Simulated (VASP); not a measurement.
Wanted: the native input for a VASP 6.6.1 run.

| Property | Result |
| --- | --- |
| Task | single point |
| Functional | PBEsol |
| Potentials or basis | VASP PAW PBE potentials, release 64 (Li_sv, Mg) |
| Cutoff | 520 eV |
| k mesh | 16 × 16 × 10 |
| Occupations | gaussian, width 0.15 eV |
| Spin | no spin polarisation |
| Dipole correction | no |
| Further INCAR settings | ALGO = Fast; EDIFF = 1e-06; NBANDS = 10 |

The structure of LiMg lies in POSCAR:

```
LiMg
1.0
    1.6728795570     -2.3880900547      0.0000000000
    1.6728795570      2.3880900547      0.0000000000
    0.0000000000      0.0000000000      5.0350654930
Li Mg
1 1
Direct
    0.0000000000      0.0000000000      0.0000000000
    0.5000000000      0.5000000000      0.5000000000
```

This cell differs from its parent crystal: strain -0.030 along x and y, +0.030 along z.

One way to write it, as run:

INCAR

```
  PREC = Accurate
  ENCUT = 520
  EDIFF = 1E-6
  ISMEAR = 0
  SIGMA = 0.15
  LREAL = False
  LASPH = True
  NELM = 80
  ALGO = Fast
  ISIF = 2
  LWAVE = False
  LCHARG = False
  GGA = PS
  NBANDS = 10
```

KPOINTS

```
regular mesh
0
Gamma
  16 16 10
```

Potentials or basis: VASP PAW PBE potentials, release 64 (Li_sv, Mg).

Command:

```bash
$ cat potpaw_PBE.64/Li_sv/POTCAR potpaw_PBE.64/Mg/POTCAR > POTCAR
$ mpirun -np 1 vasp_std > vasp.out
```

It took 54 s on 1 thread of Intel(R) Xeon(R) 6975P-C (Granite Rapids), with other jobs on the host, peak memory 0.3 GiB.
